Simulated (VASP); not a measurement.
Write the native input for VASP 6.6.1 that does the following.

* Task: relaxation of the atoms
* Functional: PBE
* Dispersion: D3(BJ)
* Potentials or basis: VASP PAW PBE potentials, release 64 (C, O, H)
* Cutoff: 520 eV
* k mesh: 1 × 1 × 1
* Occupations: fermi-dirac, width 0.02 eV
* Spin: no spin polarisation
* Dipole correction: no
* Further INCAR settings: LREAL = Auto; ALGO = Normal; EDIFF = 1e-06; IBRION = 2; EDIFFG = -0.3; NSW = 35

The structure of H4CO lies in POSCAR:

```
H4CO
1.0
    7.1256230000      0.0000000000      0.0000000000
    0.0000000000      7.1256230000      0.0000000000
    0.0000000000      0.0000000000      7.1256230000
C O H
6 6 24
Direct
    0.7938944000      0.6983479000      0.3932308000
    0.1702423000      0.0849891000      0.4581372000
    0.4912775000      0.5006155000      0.1352351000
    0.8314749000      0.1763085000      0.0034716000
    0.0481418000      0.6542302000      0.7415563000
    0.4307736000      0.8347859000      0.6921066000
    0.9840637000      0.6877930000      0.3332166000
    0.0759190000      0.2536556000      0.4078163000
    0.3402304000      0.4890280000      0.0051276000
    0.8124479000     -0.0140138000      0.0608549000
    0.0385711000      0.6984484000      0.9360572000
    0.5993555000      0.9151016000      0.7628668000
    0.7112710000      0.7298510000      0.2684881000
    1.0598121000      0.6597650000      0.4427958000
    0.7439641000      0.5654320000      0.4526436000
    0.7713535000      0.8103587000      0.4963572000
    0.0866060000      0.0204548000      0.5686817000
    0.1486433000      0.3130975000      0.3092829000
    0.1801713000     -0.0136914000      0.3404379000
    0.3116641000      0.1112927000      0.5128871000
    0.4354848000      0.5698619000      0.2596213000
    0.3875294000      0.4275802000     -0.1067560000
    0.5439651000      0.3618724000      0.1760266000
    0.6085953000      0.5843090000      0.0811844000
    0.9795744000      0.2111016000      0.0188274000
    0.6811070000     -0.0474311000      0.0480547000
    0.7913563000      0.1972167000     -0.1436437000
    0.7493485000      0.2722862000      0.0914096000
    0.1906518000      0.6052136000      0.7157092000
   -0.0876924000      0.7424410000      0.9616142000
   -0.0499249000      0.5423081000      0.7022379000
    0.0217310000      0.7769030000      0.6524305000
    0.3795283000      0.7401173000      0.8006957000
    0.6470345000      0.9999969000      0.6677328000
    0.3226228000      0.9408077000      0.6646779000
    0.4543071000      0.7535117000      0.5635366000
```

One way to write it, as run:

INCAR

```
PREC = Accurate
ENCUT = 520
EDIFF = 1E-6
ISMEAR = -1
SIGMA = 0.02
LREAL = Auto
LASPH = T
NELM = 100
ALGO = Normal
ISIF = 2
LWAVE = F
LCHARG = F
GGA = PE
IVDW = 12
IBRION = 2
NSW = 35
EDIFFG = -0.3
```

KPOINTS

```
Automatic mesh
0
Gamma
  1 1 1
```

Potentials or basis: VASP PAW PBE potentials, release 64 (C, O, H).

Run with:

```sh
$ cat potpaw_PBE.64/C/POTCAR potpaw_PBE.64/O/POTCAR potpaw_PBE.64/H/POTCAR > POTCAR
$ mpirun -np 1 vasp_gam > vasp.out
```

Results of the run:

The energy gained by relaxing is 26.9 meV/atom. The ionic steps are 21. The pressure after relaxing is 1.0 GPa and the largest force after relaxing is 0.264 eV/Å. The band gap on the k mesh is 3.92 eV and the dispersion energy per atom is -0.038 eV.

Caveat: the k points lie up to 0.88 Å⁻¹ apart; the relaxation stopped at a loose force limit of 0.3 eV/Å, so its end isn't a converged minimum.

It took 19 min on 1 thread of Intel Xeon 8259CL (shared host), peak memory 0.42 GiB.
